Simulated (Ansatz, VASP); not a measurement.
HfO2 in VASP and in Ansatz

```xyz
6
Lattice="3.5580 0.0000 0.0000 0.0000 3.5580 0.0000 0.0000 0.0000 5.1719" Properties=species:S:1:pos:R:3 pbc="T T T"
Hf    1.7790    1.7790    2.5859
Hf    0.0000    0.0000    0.0000
O     0.0000    1.7790    3.6059
O     1.7790    0.0000    4.1519
O     1.7790    0.0000    1.5660
O     0.0000    1.7790    1.0199
```

Alike in both runs: task single point; functional PBE; k mesh 6 × 6 × 4; no spin polarisation.

```csv
,VASP,Ansatz
version,VASP 6.6.1,Ansatz 0.2.0
potentials or method,"VASP PAW PBE potentials, release 64 (Hf_pv, O), cutoff 520 eV","plane waves, PAW"
occupations,"gaussian, width 0.01 eV",fixed
valence electrons in the cell,44,76
```

|  | VASP | Ansatz | Ansatz less VASP |
| --- | --- | --- | --- |
| pressure (GPa) | 6.5 | 10.0 | +3.47 |
| traceless stress, the component that is largest in VASP (GPa) | -0.53 | -0.62 | -0.086 |

VASP's potentials hold 44 valence electrons a cell and Ansatz's 76, so a difference there can come from the potentials and not from the codes.

Spin-orbit coupling is off throughout.
